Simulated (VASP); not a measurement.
Wanted: the native input for a VASP 6.6.1 run.

```yaml
Task: single point
Functional: PBE
Potentials_or_basis: VASP PAW PBE potentials, release 64 (Li_sv, Cl)
Cutoff: 520 eV
k_mesh: 12 × 12 × 14
Occupations: gaussian, width 0.1 eV
Spin: no spin polarisation
Dipole_correction: no
Further_INCAR_settings: ALGO = Normal; EDIFF = 1e-06; NBANDS = 16
```

The structure of LiCl2 lies in POSCAR:

```
LiCl2
1.0
    4.7788688715      0.0000000000      0.0000000000
   -2.3894344357      4.1386218440      0.0000000000
    0.0000000000      0.0000000000      3.6093369075
Li Cl
1 2
Direct
    0.0000000000      0.0000000000      0.0000000000
    0.3333333333      0.6666666667      0.5000000000
    0.6666666667      0.3333333333      0.5000000000
```

The cell was built from a structure type or drawn by symmetry, and may not be a known phase.

These files were run (other wordings do the same):

INCAR

```
SYSTEM = LiCl2
PREC = Accurate ; ENCUT = 520
EDIFF = 1E-6 ; ISMEAR = 0
SIGMA = 0.1 ; LREAL = .False.
LASPH = .True. ; NELM = 60
ALGO = Normal ; ISIF = 2
LWAVE = .False. ; LCHARG = .True.
GGA = PE ; LELF = .True.
LVHAR = .True. ; NBANDS = 16
```

KPOINTS

```
regular mesh
0
Gamma
  12 12 14
  0 0 0
```

Potentials or basis: VASP PAW PBE potentials, release 64 (Li_sv, Cl).

Command:

```console
$ cat potpaw_PBE.64/Li_sv/POTCAR potpaw_PBE.64/Cl/POTCAR > POTCAR
$ mpirun -np 1 vasp_std > vasp.out
```

It gave:

- Band gap on the k mesh: zero (an odd number of electrons rules out a gap without spin polarisation)

Caveat: an odd number of electrons without spin polarisation forces a metal; a magnetic or distorted state may lie lower.

Run time: 50 s on 1 thread of Intel(R) Xeon(R) 6975P-C (Granite Rapids), with other jobs on the host, peak memory 0.27 GiB.
